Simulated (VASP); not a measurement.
A run of VASP 6.6.1 is set up as follows.

The input INCAR:

```
SYSTEM = NiO
PREC = Accurate
ENCUT = 520
EDIFF = 1E-7
ISMEAR = -1
SIGMA = 0.05
LREAL = .FALSE.
LASPH = .TRUE.
NELM = 150
ALGO = Normal
ISIF = 2
LWAVE = .FALSE.
LCHARG = .FALSE.
ISPIN = 2
MAGMOM = 1 0
LORBIT = 11
LMAXMIX = 4
NBANDS = 19
```

Contents of KPOINTS:

```
regular mesh
0
G
  11 11 11
  0 0 0
```

The input POSCAR:

```
NiO
1.0
    0.0000000000      2.1268120599      2.1268120599
    2.1268120599      0.0000000000      2.1268120599
    2.1268120599      2.1268120599      0.0000000000
Ni O
1 1
Direct
    0.0000000000      0.0000000000      0.0000000000
    0.5000000000      0.5000000000      0.5000000000
```

Potentials or basis: VASP PAW LDA potentials, release 64 (Ni, O).

Run with:

```sh
$ cat potpaw_LDA.64/Ni/POTCAR potpaw_LDA.64/O/POTCAR > POTCAR
$ mpirun -np 1 vasp_std > vasp.out
```

(1) What does it give for the net moment?

(2) What does it give for the site moments?

(3) Predict the pressure.

Answers

(1) 0.22 μB per cell.

(2) Ni +0.18; O +0.03 μB.

(3) -28.0 GPa.
